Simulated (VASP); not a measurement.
Here is a VASP 6.6.1 calculation.

The input INCAR:

```
SYSTEM = Ir
PREC = Accurate
ENCUT = 520
EDIFF = 1E-6
ISMEAR = 0
SIGMA = 0.15
LREAL = .FALSE.
LASPH = .TRUE.
NELM = 100
ALGO = Normal
ISIF = 2
LWAVE = .FALSE.
LCHARG = .FALSE.
GGA = PE
NBANDS = 10
```

The input KPOINTS:

```
regular mesh
0
G
  22 22 22
  0 0 0
```

File POSCAR:

```
Ir
1.0
    0.0000000000      2.2389159844      1.5614200075
    2.2389159844      0.0000000000      1.5614200075
    2.2389159844      2.2389159844      0.0000000000
Ir
1
Direct
    0.0000000000      0.0000000000      0.0000000000
```

Potentials or basis: VASP PAW PBE potentials, release 64 (Ir).

Launch:

```sh
$ cat potpaw_PBE.64/Ir/POTCAR > POTCAR
$ mpirun -np 1 vasp_std > vasp.out
```

Estimate the pressure.

-10.7 GPa.

What does it give for the band gap on the k mesh?

Zero (an odd number of electrons rules out a gap without spin polarisation).

Stress tensor (GPa, compression positive):
```
 -8.39   0.00   0.00
  0.00  -8.39   0.00
  0.00   0.00 -15.41
```

Caveat: the cell stands under tension; spin-orbit coupling is left out, which moves the levels of the heavy elements.
